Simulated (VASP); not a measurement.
# LiMg8 in VASP: a series of runs

LiMg8 is run at these levels: LDA; tasks: single point.

All numbers are computed with VASP 6.6.1; they aren't measurements. Logs are shortened: lines on timing, memory, paths and dates and some standing lists are left out, and cuts for length are marked.

**1. The cell of the first run**

The cell holds a slab with vacuum, 9 atoms: a = 6.293 Å, b = 5.039 Å, c = 19.085 Å, α = 90.00°, β = 90.00°, γ = 90.00°.

**2. Single point, LDA**

File INCAR:

```
SYSTEM = LiMg8
PREC = Accurate
ENCUT = 520
EDIFF = 1E-6
ISMEAR = 0
SIGMA = 0.1
LREAL = .False.
LASPH = .True.
NELM = 80
ALGO = Normal
ISIF = 2
LWAVE = .False.
LCHARG = .True.
LDIPOL = .True.
IDIPOL = 3
DIPOL = 0.5 0.5 0.327
LELF = .True.
LVHAR = .True.
LVACPOTAV = .True.
NBANDS = 20
```

File KPOINTS:

```
Automatic mesh
0
Gamma
  4 5 1
  0 0 0
```

File POSCAR:

```
LiMg8
1.0
    6.2932257366      0.0000000000      0.0000000000
    0.0000000000      5.0388886594      0.0000000000
    0.0000000000      0.0000000000     19.0846137325
Mg Li
8 1
Direct
    0.0000000000      0.7500000000      0.2095929242
    0.5000000000      0.7500000000      0.2095929242
    0.2500000000      0.2500000000      0.2571887995
    0.7500000000      0.2500000000      0.2571887995
    0.2500000000      0.7500000000      0.3565915112
    0.7500000000      0.7500000000      0.3565915112
    0.0000000000      0.2500000000      0.3974203428
    0.5000000000      0.2500000000      0.3974203428
    0.1875000000      0.5000000000      0.5025167802
```

Potentials or basis: VASP PAW LDA potentials, release 64 (Mg, Li_sv).

On the command line:

```bash
cat potpaw_LDA.64/Mg/POTCAR potpaw_LDA.64/Li_sv/POTCAR > POTCAR
mpirun -np 1 vasp_std > vasp.out
```

OUTCAR:

```text
SYSTEM = LiMg8
   PREC = Accurate
   ENCUT = 520
   EDIFF = 1E-6
   ISMEAR = 0
   LREAL = .False.
   LASPH = .True.
   NELM = 80
   ISIF = 2

 ion  position               nearest neighbor table
   1  0.000  0.750  0.210-   3 3.11   4 3.11   3 3.11   4 3.11   2 3.15   2 3.15   6 3.22   5 3.22

   2  0.500  0.750  0.210-   3 3.11   4 3.11   3 3.11   4 3.11   1 3.15   1 3.15   6 3.22   5 3.22

   3  0.250  0.250  0.257-   7 3.10   8 3.10   1 3.11   2 3.11   1 3.11   2 3.11   4 3.15   4 3.15
                             5 3.15   5 3.15
   4  0.750  0.250  0.257-   7 3.10   8 3.10   1 3.11   2 3.11   1 3.11   2 3.11   3 3.15   3 3.15
                             6 3.15   6 3.15
   5  0.250  0.750  0.357-   7 3.07   8 3.07   7 3.07   8 3.07   9 3.08   6 3.15   6 3.15   3 3.15
                             3 3.15   2 3.22   1 3.22
   6  0.750  0.750  0.357-   7 3.07   8 3.07   7 3.07   8 3.07   5 3.15   5 3.15   4 3.15   4 3.15
                             1 3.22   2 3.22
   7  0.000  0.250  0.397-   9 2.65   6 3.07   5 3.07   5 3.07   6 3.07   4 3.10   3 3.10   8 3.15
                             8 3.15
   8  0.500  0.250  0.397-   5 3.07   6 3.07   5 3.07   6 3.07   9 3.08   4 3.10   3 3.10   7 3.15
                             7 3.15
   9  0.188  0.500  0.503-   7 2.65   8 3.08   5 3.08

  LATTYP: Found a simple orthorhombic cell.
 ALAT       =     5.0388886594
 B/A-ratio  =     1.2489312946
 C/A-ratio  =     3.7874648603

  Lattice vectors:

 A1 = (   0.0000000000,  -5.0388886594,   0.0000000000)
 A2 = (   6.2932257366,   0.0000000000,   0.0000000000)
 A3 = (   0.0000000000,   0.0000000000,  19.0846137325)

Analysis of symmetry for initial positions (statically):
=====================================================================
 Subroutine PRICEL returns:
 Original cell was already a primitive cell.

 Routine SETGRP: Setting up the symmetry group for a
 simple orthorhombic supercell.

 Subroutine GETGRP returns: Found  1 space group operations
 (whereof  1 operations were pure point group operations)
 out of a pool of  8 trial point group operations.

The static configuration has the point symmetry C_1 .

Analysis of symmetry for dynamics (positions and initial velocities):
=====================================================================
 Subroutine PRICEL returns:
 Original cell was already a primitive cell.

 Routine SETGRP: Setting up the symmetry group for a
 simple orthorhombic supercell.

 Subroutine GETGRP returns: Found  1 space group operations
 (whereof  1 operations were pure point group operations)
 out of a pool of  8 trial point group operations.

[... 112 lines left out ...]
   NUPDOWN=      -1.0000    fix difference up-down
   EMIN   =  10.00;   EMAX   =-10.00  energy-range for DOS
   EFERMI =   0.00;   METHOD = LEGACY
   ISMEAR =     0;   SIGMA  =   0.10  broadening in eV -4-tet -1-fermi 0-gaus
   EFERMI_NEDOS =   21; number of points for ismear=-14 and -15
   IALGO  =     38    algorithm
   IMIX   =      4    mixing-type and parameters
     AMIX     =   0.40;   BMIX     =  1.00
     AMIX_MAG =   1.60;   BMIX_MAG =  1.00
  volume/ion in A,a.u.               =      67.24       453.78
  Fermi-wavevector in a.u.,A,eV,Ry     =   0.516451  0.975950  3.628964  0.266721
  Thomas-Fermi vector in A             =   1.532387
   LORBIT       =      0    0 simple, 1 ext, 2 COOP (PROOUT), +10 PAW based schemes
   GGA     = CA    functional components
   LHFCALC =     F    Hartree Fock is set to
   AEXX    =    0.0000 exact exchange contribution
   IVDW    =     0    specifies the selected vdW correction
   LEPSILON=     F    determine dielectric tensor
   LRPA    =     F    only Hartree local field effects (RPA)
 non-spin polarized calculation
 Gauss-broadening in eV      SIGMA  =   0.10
  energy-cutoff  :      520.00
  volume of cell :      605.19
 maximum number of plane-waves:     16352
 NGX is ok and might be reduce to    48
   NGX = 23   NGY = 19   NGZ = 71

 number of electron      18.9999999 magnetization

 dipolmoment           0.000000      0.000000     -0.243589 electrons x Angstroem

 Free energy of the ion-electron system (eV)
  ---------------------------------------------------
  ext. energy  EPLUGINS =         0.00000000
  ---------------------------------------------------
  free energy    TOTEN  =       -13.40654501 eV

  energy without entropy =      -13.39555243  energy(sigma->0) =      -13.40104872

 E-fermi :  -1.2362     XC(G=0):  -3.8354

 val. band max:       -1.3667834869   @ k =   0.0000   0.0000   0.0000
 cond. band min:      -1.2227284343   @ k =   0.5000   0.0000   0.0000
 fundamental gap:      0.1440550526
 Fermi energy:        -1.2361554814

 k-point     1 :       0.0000    0.0000    0.0000
  band No.  band energies     occupation
      1     -48.6359      2.00000
      2      -7.4891      2.00000
      3      -5.4002      2.00000
      4      -3.8527      2.00000
      5      -3.7204      2.00000
      6      -2.8098      2.00000
[... 242 lines left out ...]
     19       2.3481      0.00000
     20       2.5330      0.00000

------------------------ aborting loop because EDIFF is reached ----------------------------------------

  FORCE on cell =-STRESS in cart. coord.  units (eV):
  Direction    XX          YY          ZZ          XY          YZ          ZX
  --------------------------------------------------------------------------------------
  -------------------------------------------------------------------------------------
  Total       -2.4153398     -2.4532581     -1.1876999      0.3177300      0.8223809      0.3429145
  in kB       -6.3943643     -6.4947492     -3.1443136      0.8411575      2.1771689      0.9078310
  external PRESSURE =      -5.3444757 kB  Pullay stress =       0.0000000 kB

 VOLUME and BASIS-vectors are now :
 -----------------------------------------------------------------------------
  energy-cutoff  :      520.00
  volume of cell :      605.19
      direct lattice vectors                 reciprocal lattice vectors
     6.293225737  0.000000000  0.000000000     0.158901022  0.000000000  0.000000000
     0.000000000  5.038888659  0.000000000     0.000000000  0.198456459  0.000000000
     0.000000000  0.000000000 19.084613732     0.000000000  0.000000000  0.052398231

 POSITION                                       TOTAL-FORCE (eV/Angst)
 -----------------------------------------------------------------------------------
      0.00000      3.77917      4.00000         0.006936      0.008894      0.260469
      3.14661      3.77917      4.00000        -0.005858      0.010525      0.271865
      1.57331      1.25972      4.90835         0.000830     -0.023321     -0.176399
      4.71992      1.25972      4.90835        -0.004649     -0.013942     -0.124858
      1.57331      3.77917      6.80541         0.014388     -0.016866     -0.023821
      4.71992      3.77917      6.80541         0.014945     -0.032964      0.101286
      0.00000      1.25972      7.58461        -0.218685     -0.288098     -0.349351
      3.14661      1.25972      7.58461         0.012975     -0.019800      0.048645
      1.17998      2.51944      9.59034         0.179117      0.375570     -0.007837
 -----------------------------------------------------------------------------------
    total drift:                                0.000064     -0.000115     -0.000691

  FREE ENERGIE OF THE ION-ELECTRON SYSTEM (eV)
  ---------------------------------------------------
  free  energy   TOTEN  =       -13.4065450135 eV

  energy  without entropy=      -13.3955524349  energy(sigma->0) =      -13.40104872

 vacuum level on the upper side and lower side of the slab         1.079         2.470
```

Wall time 2.4 min (1 thread of Intel Xeon Platinum 8488C (Sapphire Rapids), shared host); peak memory 0.49 GiB.

Results:

```
Free energy            : -13.4065 eV
Largest force          : 0.503 eV/Å
Band gap on the k mesh : zero (an odd number of electrons rules out a gap without spin polarisation)
```

Forces on the atoms (eV/Å):
```
Mg   0.007  0.009  0.260
Mg  -0.006  0.011  0.272
Mg   0.001 -0.023 -0.176
Mg  -0.005 -0.014 -0.125
Mg   0.014 -0.017 -0.024
Mg   0.015 -0.033  0.101
Mg  -0.219 -0.288 -0.349
Mg   0.013 -0.020  0.049
Li   0.179  0.376 -0.008
```

Caveat: the cutoff is under 1.25 times the usual one of these potentials, so pressure, stress and relaxed cells hold a basis-set (Pulay) error.

**3. Single point, LDA**

File INCAR:

```
SYSTEM = LiMg8
ALGO = Normal
DIPOL = 0.5 0.5 0.330
EDIFF = 1E-6
ENCUT = 520
IDIPOL = 3
ISIF = 2
ISMEAR = 0
LASPH = .TRUE.
LCHARG = .TRUE.
LDIPOL = .TRUE.
LELF = .TRUE.
LREAL = .FALSE.
LVACPOTAV = .TRUE.
LVHAR = .TRUE.
LWAVE = .FALSE.
NBANDS = 20
NELM = 60
PREC = Accurate
SIGMA = 0.1
```

File KPOINTS:

```
k-points
0
G
  4 5 1
  0 0 0
```

Edit POSCAR of step 2 so:

```diff
@@ -16,2 +16,2 @@
     0.5000000000      0.2500000000      0.3974203428
-    0.1875000000      0.5000000000      0.5025167802
+    0.0625000000      0.3750000000      0.5277442618
```

Potentials or basis: VASP PAW LDA potentials, release 64 (Mg, Li_sv).

On the command line:

```bash
cat potpaw_LDA.64/Mg/POTCAR potpaw_LDA.64/Li_sv/POTCAR > POTCAR
mpirun -np 1 vasp_std > vasp.out
```

Wall time 2.7 min (1 thread of Intel Xeon Platinum 8488C (Sapphire Rapids), shared host); peak memory 0.48 GiB.

Results (log left out):

| Quantity | Value |
| --- | --- |
| Free energy | -13.0312 eV |
| Largest force | 0.614 eV/Å |
| Band gap on the k mesh | zero (an odd number of electrons rules out a gap without spin polarisation) |

Forces in eV/Å, atoms in the order of the input:
```
Mg   0.005 -0.002  0.260
Mg  -0.004  0.001  0.295
Mg  -0.005 -0.004 -0.153
Mg   0.004 -0.001 -0.138
Mg   0.006 -0.032  0.099
Mg  -0.006 -0.023  0.075
Mg  -0.101 -0.188 -0.576
Mg  -0.028  0.026  0.157
Li   0.128  0.222 -0.018
```

Levels at points of the mesh, in eV from the Fermi level:
```tsv
k point	band 6	band 7	band 8	band 9	band 10	band 11	band 12	band 13	band 14	band 15
(0.00, 0.00, 0.00)	-1.61	-0.81	-0.63	-0.30	-0.09	0.04	1.13	1.30	1.75	2.03
(0.50, 0.00, 0.00)	-0.89	-0.52	0.04	0.06	0.61	0.75	0.78	1.29	1.70	1.72
```

Caveat: the cutoff is under 1.25 times the usual one of these potentials, so pressure, stress and relaxed cells hold a basis-set (Pulay) error.

The gap in the log of VASP goes by the Fermi energy; the results here count the filled bands.